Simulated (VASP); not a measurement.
# ZnS (P2_1) in VASP: single point with PBE

Aim: the single point of ZnS with PBE.

Everything below comes from runs of VASP 6.6.1. Logs are shortened: lines on timing, memory, paths and dates and some standing lists are left out, and cuts for length are marked.

## (1) The cell of the first run

The structure is monoclinic, space group P2_1 (No. 4). The conventional cell has a = 3.811 Å, b = 6.234 Å, c = 3.811 Å, α = 90.00°, β = 120.00°, γ = 90.00°. Zn (site symmetry 1) has 4 S at 2.28 to 2.44 Å within 3.0 Å. S (site symmetry 1) has 4 Zn at 2.28 to 2.44 Å within 3.0 Å.

## (2) Single point, PBE (mode 4 (73.5 1/cm) frozen in, largest displacement +0.225 Å)

INCAR reads:

```
SYSTEM = ZnS
PREC = Accurate ; ENCUT = 520
EDIFF = 1E-6 ; ISMEAR = 0
SIGMA = 0.05 ; LREAL = .False.
LASPH = .True. ; NELM = 80
ALGO = Normal ; ISIF = 2
LWAVE = .False. ; LCHARG = .True.
GGA = PE ; LELF = .True.
LVHAR = .True. ; NBANDS = 26
```

KPOINTS reads:

```
Automatic mesh
0
Gamma
  12 12 6
  0 0 0
```

POSCAR reads:

```
ZnS
1.0
    3.8109987816      0.0000000000      0.0000000000
   -1.9054993908      3.3004217586      0.0000000000
    0.0000000000      0.0000000000      6.2340000000
Zn S
2 2
Direct
    0.2674831703      0.6184610016      0.0000000000
    0.7325168297      0.3815389984      0.5000000000
    0.3892898512      0.7076296808      0.3850000000
    0.6107101488      0.2923703192      0.8850000000
```

Potentials or basis: VASP PAW PBE potentials, release 64 (Zn, S).

On the command line:

```
cat potpaw_PBE.64/Zn/POTCAR potpaw_PBE.64/S/POTCAR > POTCAR
mpirun -np 1 vasp_std > vasp.out
```

OUTCAR:

```text
SYSTEM = ZnS
   PREC = Accurate
   ENCUT = 520
   EDIFF = 1E-6
   ISMEAR = 0
   LREAL = .False.
   LASPH = .True.
   NELM = 80
   ISIF = 2
   GGA = PE

 ion  position               nearest neighbor table
   1  0.267  0.618  0.000-   4 2.28   4 2.32   4 2.34   3 2.44
   2  0.733  0.382  0.500-   3 2.28   3 2.32   3 2.34   4 2.44
   3  0.389  0.708  0.385-   2 2.28   2 2.32   2 2.34   1 2.44
   4  0.611  0.292  0.885-   1 2.28   1 2.32   1 2.34   2 2.44

  LATTYP: Found a hexagonal cell.
 ALAT       =     3.8109987816
 C/A-ratio  =     1.6357916539

  Lattice vectors:

 A1 = (   3.8109987816,   0.0000000000,   0.0000000000)
 A2 = (  -1.9054993908,   3.3004217586,   0.0000000000)
 A3 = (   0.0000000000,   0.0000000000,   6.2340000000)

Analysis of symmetry for initial positions (statically):
=====================================================================
 Subroutine PRICEL returns:
 Original cell was already a primitive cell.

 Routine SETGRP: Setting up the symmetry group for a
 hexagonal supercell.

 Subroutine GETGRP returns: Found  2 space group operations
 (whereof  1 operations were pure point group operations)
 out of a pool of 24 trial point group operations.

The static configuration has the point symmetry C_1 .
 The point group associated with its full space group is C_2 .

Analysis of symmetry for dynamics (positions and initial velocities):
=====================================================================
 Subroutine PRICEL returns:
 Original cell was already a primitive cell.

 Routine SETGRP: Setting up the symmetry group for a
 hexagonal supercell.

 Subroutine GETGRP returns: Found  2 space group operations
 (whereof  1 operations were pure point group operations)
 out of a pool of 24 trial point group operations.

The dynamic configuration has the point symmetry C_1 .
 The point group associated with its full space group is C_2 .

 Subroutine INISYM returns: Found  2 space group operations
 (whereof  1 operations are pure point group operations),
 and found     1 'primitive' translations

----------------------------------------------------------------------------------------

                                     Primitive cell

  volume of cell :      78.4106

  direct lattice vectors                    reciprocal lattice vectors
     3.810998782  0.000000000  0.000000000     0.262398405  0.151495789  0.000000000
    -1.905499391  3.300421759  0.000000000     0.000000000  0.302991579  0.000000000
     0.000000000  0.000000000  6.234000000     0.000000000  0.000000000  0.160410651

  length of vectors
     3.810998782  3.810998782  6.234000000     0.302991579  0.302991579  0.160410651

  position of ions in fractional coordinates (direct lattice)
     0.267483170  0.618461002  0.000000000
     0.732516830  0.381538998  0.500000000
     0.389289851  0.707629681  0.385000000
     0.610710149  0.292370319  0.885000000

  ion indices of the primitive-cell ions
   primitive index   ion index
                 1           1
                 2           2
                 3           3
                 4           4

----------------------------------------------------------------------------------------

 KPOINTS: Automatic mesh

Automatic generation of k-mesh.
 Grid dimensions read from file:
 generate k-points for:   12   12    6

 Generating k-lattice:

  Cartesian coordinates                     Fractional coordinates (reciprocal lattice)
     0.021866534  0.012624649  0.000000000     0.083333333  0.000000000  0.000000000
     0.000000000  0.025249298  0.000000000     0.000000000  0.083333333  0.000000000
     0.000000000  0.000000000  0.026735109     0.000000000  0.000000000  0.166666667

  Length of vectors
     0.025249298  0.025249298  0.026735109

  Shift w.r.t. Gamma in fractional coordinates (k-lattice)
     0.000000000  0.000000000  0.000000000

 Subroutine IBZKPT returns following result:
 ===========================================

 Found    296 irreducible k-points:

 Following reciprocal coordinates:
            Coordinates               Weight
  0.000000  0.000000  0.000000      1.000000
  0.083333  0.000000  0.000000      2.000000
  0.000000  0.083333  0.000000      2.000000
 -0.083333  0.083333  0.000000      2.000000
  0.166667  0.000000  0.000000      2.000000
  0.000000  0.166667  0.000000      2.000000
[... 16 lines left out ...]
  0.166667  0.083333  0.000000      2.000000
 -0.083333  0.250000  0.000000      2.000000
 [... further k-points ...]
   k-points           NKPTS =    296   k-points in BZ     NKDIM =    296   number of bands    NBANDS=     26
   number of dos      NEDOS =    301   number of ions     NIONS =      4
   total plane-waves  NPLWV =  37632
   dimension x,y,z NGX =    28 NGY =   28 NGZ =   48
   dimension x,y,z NGXF=    56 NGYF=   56 NGZF=   96
   ions per type =               2   2
   NGX,Y,Z   is equivalent  to a cutoff of  12.21, 12.21, 12.80 a.u.
   NGXF,Y,Z  is equivalent  to a cutoff of  24.43, 24.43, 25.60 a.u.
 SYSTEM =  ZnS
   PREC   = accura    normal or accurate (medium, high low for compatibility)
   ISTART =      0    job   : 0-new  1-cont  2-samecut
   ICHARG =      2    charge: 1-file 2-atom 10-const
   ISPIN  =      1    spin polarized calculation?
   LNONCOLLINEAR =      F non collinear calculations
   LSORBIT =      F    spin-orbit coupling
   LASPH  =      T    aspherical Exc in radial PAW
   ENCUT  =  520.0 eV  38.22 Ry    6.18 a.u.   7.09  7.09 11.59*2*pi/ulx,y,z
   NELM   =     80;   NELMIN=  2; NELMDL= -5     # of ELM steps
   EDIFF  = 0.1E-05   stopping-criterion for ELM
   LREAL  =      F    real-space projection
   EDIFFG = 0.1E-04   stopping-criterion for IOM
   NSW    =      0    number of steps for IOM
   IBRION =     -1    ionic relax: 0-MD 1-quasi-New 2-CG
   NFREE  =      0    steps in history (QN), initial steepest desc. (CG)
   ISIF   =      2    stress and relaxation
   ISYM   =      2    0-nonsym 1-usesym 2-fastsym
   POTIM  = 0.5000    time-step for ionic-motion
   TEBEG  =    0.0;   TEEND  =   0.0 temperature during run
   PSTRESS=    0.0 pullay stress
   NELECT =      36.0000    total number of electrons
   NUPDOWN=      -1.0000    fix difference up-down
   EMIN   =  10.00;   EMAX   =-10.00  energy-range for DOS
   EFERMI =   0.00;   METHOD = LEGACY
   ISMEAR =     0;   SIGMA  =   0.05  broadening in eV -4-tet -1-fermi 0-gaus
   EFERMI_NEDOS =   21; number of points for ismear=-14 and -15
   IALGO  =     38    algorithm
   IMIX   =      4    mixing-type and parameters
     AMIX     =   0.40;   BMIX     =  1.00
     AMIX_MAG =   1.60;   BMIX_MAG =  1.00
  volume/ion in A,a.u.               =      19.60       132.29
  Fermi-wavevector in a.u.,A,eV,Ry     =   1.262944  2.386617 21.701656  1.595027
  Thomas-Fermi vector in A             =   2.396326
   LORBIT       =      0    0 simple, 1 ext, 2 COOP (PROOUT), +10 PAW based schemes
   GGA     = PE    functional components
   LHFCALC =     F    Hartree Fock is set to
   AEXX    =    0.0000 exact exchange contribution
   IVDW    =     0    specifies the selected vdW correction
   LEPSILON=     F    determine dielectric tensor
   LRPA    =     F    only Hartree local field effects (RPA)
 non-spin polarized calculation
 Gauss-broadening in eV      SIGMA  =   0.05
  energy-cutoff  :      520.00
  volume of cell :       78.41
 maximum number of plane-waves:      2133
   NGX = 15   NGY = 15   NGZ = 23

 number of electron      35.9999985 magnetization

 Free energy of the ion-electron system (eV)
  ---------------------------------------------------
  ext. energy  EPLUGINS =         0.00000000
  ---------------------------------------------------
  free energy    TOTEN  =       -13.56224245 eV

  energy without entropy =      -13.56224245  energy(sigma->0) =      -13.56224245

 E-fermi :   2.4526     XC(G=0):  -9.6674

 val. band max:        2.2225094324   @ k =   0.0000   0.0000   0.0000
 cond. band min:       4.3375159545   @ k =   0.0000   0.0000   0.0000
 fundamental gap:      2.1150065221
 Fermi energy:         2.4525907885

 k-point     1 :       0.0000    0.0000    0.0000
  band No.  band energies     occupation
      1     -11.0105      2.00000
      2     -10.0789      2.00000
      3      -4.2552      2.00000
      4      -4.2027      2.00000
      5      -4.1627      2.00000
      6      -4.1625      2.00000
[... 18 lines left out ...]
     25      10.0131      0.00000
     26      11.0360      0.00000

 k-point     2 :       0.0833    0.0000    0.0000
  band No.  band energies     occupation
      1     -10.9627      2.00000
      2     -10.0489      2.00000
      3      -4.2593      2.00000
      4      -4.1976      2.00000
      5      -4.1514      2.00000
      6      -4.1472      2.00000
[... 18 lines left out ...]
     25      10.1845      0.00000
     26      10.6280      0.00000

 k-point     3 :       0.0000    0.0833    0.0000
  band No.  band energies     occupation
      1     -10.9620      2.00000
      2     -10.0519      2.00000
      3      -4.2485      2.00000
      4      -4.1920      2.00000
      5      -4.1625      2.00000
      6      -4.1544      2.00000
[... 18 lines left out ...]
     25       9.9596      0.00000
     26      10.8743      0.00000

 k-point     4 :      -0.0833    0.0833    0.0000
  band No.  band energies     occupation
      1     -10.9623      2.00000
      2     -10.0510      2.00000
      3      -4.2520      2.00000
      4      -4.1911      2.00000
      5      -4.1609      2.00000
      6      -4.1532      2.00000
[... 18 lines left out ...]
     25      10.0657      0.00000
     26      10.8798      0.00000
[... 496 lines left out ...]
      1     -10.8704      2.00000
      2      -9.9943      2.00000
      3      -4.2599      2.00000
      4      -4.1796      2.00000
      5      -4.1386      2.00000
      6      -4.1244      2.00000
[... 18 lines left out ...]
     25      10.3736      0.00000
     26      10.5262      0.00000

 k-point    23 :       0.1667    0.0833    0.0000
  band No.  band energies     occupation
      1     -10.6982      2.00000
      2      -9.9006      2.00000
      3      -4.2504      2.00000
      4      -4.1624      2.00000
      5      -4.1076      2.00000
      6      -4.0745      2.00000
[... 18 lines left out ...]
     25      10.4500      0.00000
     26      11.0551      0.00000

 k-point    24 :      -0.0833    0.2500    0.0000
  band No.  band energies     occupation
      1     -10.6918      2.00000
      2      -9.9210      2.00000
      3      -4.2066      2.00000
      4      -4.1627      2.00000
      5      -4.1293      2.00000
      6      -4.1064      2.00000
[... 18 lines left out ...]
     25      10.4794      0.00000
     26      10.6865      0.00000

 [... further k-points ...]
[... 5 lines left out ...]
  --------------------------------------------------------------------------------------
  -------------------------------------------------------------------------------------
  Total        1.3455769      1.5773114      0.2405074     -0.2153185      0.0000000      0.0000000
  in kB       27.4943872     32.2294552      4.9143268     -4.3996382      0.0000000      0.0000000
  external PRESSURE =      21.5460564 kB  Pullay stress =       0.0000000 kB

 VOLUME and BASIS-vectors are now :
 -----------------------------------------------------------------------------
  energy-cutoff  :      520.00
  volume of cell :       78.41
      direct lattice vectors                 reciprocal lattice vectors
     3.810998782  0.000000000  0.000000000     0.262398405  0.151495789  0.000000000
    -1.905499391  3.300421759  0.000000000     0.000000000  0.302991579  0.000000000
     0.000000000  0.000000000  6.234000000     0.000000000  0.000000000  0.160410651

 POSITION                                       TOTAL-FORCE (eV/Angst)
 -----------------------------------------------------------------------------------
     -0.15910      2.04118      0.00000         0.248442      0.214533      0.384724
      2.06460      1.25924      3.11700        -0.248442     -0.214533      0.384724
      0.13520      2.33548      2.40009        -0.063392     -0.091873     -0.384724
      1.77030      0.96495      5.51709         0.063392      0.091873     -0.384724
 -----------------------------------------------------------------------------------
    total drift:                               -0.000000     -0.000000      0.000428

  FREE ENERGIE OF THE ION-ELECTRON SYSTEM (eV)
  ---------------------------------------------------
  free  energy   TOTEN  =       -13.5622424453 eV

  energy  without entropy=      -13.5622424453  energy(sigma->0) =      -13.56224245
```

It took 6.1 min on 1 thread of Intel Xeon Platinum 8259CL at 2.50GHz (Skylake/Cascade Lake), shared host; peak memory 0.56 GiB.

Results:

```
Free energy            : -13.5622 eV
Pressure               : 2.2 GPa
Largest force          : 0.506 eV/Å
Band gap on the k mesh : 2.12 eV, direct
```

Forces on the atoms (eV/Å):
```
Zn   0.248  0.215  0.385
Zn  -0.248 -0.215  0.385
S   -0.063 -0.092 -0.385
S    0.063  0.092 -0.385
```

Stress tensor (GPa, compression positive):
```
 2.75 -0.44  0.00
-0.44  3.22  0.00
 0.00  0.00  0.49
```

Caveat: the cell differs from its parent crystal (mode 4 (73.5 1/cm) frozen in, largest displacement +0.225 Å). A k mesh can miss the band edges.
